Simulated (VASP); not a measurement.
Input of a VASP 6.6.1 run:

INCAR

```
SYSTEM = HfB2
PREC = Accurate
ENCUT = 520
EDIFF = 1E-7
ISMEAR = -1
SIGMA = 0.025
LREAL = .FALSE.
LASPH = .TRUE.
NELM = 150
ALGO = Normal
ISIF = 2
LWAVE = .FALSE.
LCHARG = .FALSE.
ISPIN = 2
MAGMOM = 0.55 0 0
LORBIT = 11
LMAXMIX = 4
GGA = VW
NBANDS = 19
```

The input KPOINTS:

```
Automatic mesh
0
G
  10 10 8
  0 0 0
```

The input POSCAR:

```
HfB2
1.0
    3.1007753747      0.0000000000      0.0000000000
   -1.5503876874      2.6853502459      0.0000000000
    0.0000000000      0.0000000000      3.4265892568
Hf B
1 2
Direct
    0.0000000000      0.0000000000      0.0000000000
    0.6666666667      0.3333333333      0.5000000000
    0.3333333333      0.6666666667      0.5000000000
```

Potentials or basis: VASP PAW PBE potentials, release 64 (Hf_pv, B).

Command:

```bash
$ cat potpaw_PBE.64/Hf_pv/POTCAR potpaw_PBE.64/B/POTCAR > POTCAR
$ mpirun -np 1 vasp_std > vasp.out
```

(1) Estimate the pressure.

(2) What does it give for the net moment?

(3) What does it give for the band gap on the k mesh?

Results:

(1) 0.5 GPa.

(2) 0.01 μB per cell.

(3) zero (filled and empty bands overlap).

Caveat: the PAW data sets were made with another functional, which shifts forces and pressure a little; spin-orbit coupling is left out, which moves the levels of the heavy elements.
